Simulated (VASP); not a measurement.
## Cr: single point with PBEsol

Cr:

```
Cr
1.0
    -1.40060    1.40060    1.40060
     1.40060   -1.40060    1.40060
     1.40060    1.40060   -1.40060
Cr
1
Cartesian
  0.0000 0.0000 0.0000
```

```json
{"Program": "VASP 6.6.1", "Task": "single point", "Functional": "PBEsol", "Potentials or basis": "VASP PAW PBE potentials, release 64 (Cr_pv)", "Cutoff": "520 eV", "k mesh": "20 × 20 × 20", "Occupations": "gaussian, width 0.1 eV", "Spin": "no spin polarisation"}
```

- Pressure: 3.5 GPa
- Band gap on the k mesh: zero (bands 6 and 7 overlap by 3.62 eV)

Levels at points of the mesh, in eV from the Fermi level:
| k point | band 3 | band 4 | band 5 | band 6 | band 7 | band 8 | band 9 | band 10 |
| --- | --- | --- | --- | --- | --- | --- | --- | --- |
| (0.00, 0.00, 0.00) | -42.53 | -8.08 | -0.99 | -0.99 | -0.99 | 1.17 | 1.17 | 7.10 |
| (0.50, 0.00, 0.00) | -42.54 | -4.73 | -2.66 | 1.19 | 1.22 | 1.54 | 3.05 | 7.10 |
| (0.50, 0.50, 0.50) | -43.27 | -4.68 | -4.68 | 2.63 | 2.63 | 2.63 | 7.10 | 11.01 |

It took 52 s on 1 thread of Intel Xeon 8259CL, with other jobs on the host, peak memory 0.15 GiB.

Caveat: the cell stands under pressure; an empty level that is flat over the whole mesh can mark a ghost state of the potentials, or a narrow d or f band; the PAW data sets were made with another functional, which shifts forces and pressure a little; the run has no spin polarisation, though such a crystal can be magnetic. Spin polarisation is off, so any magnetic state and its effect on volume and gap are missing.
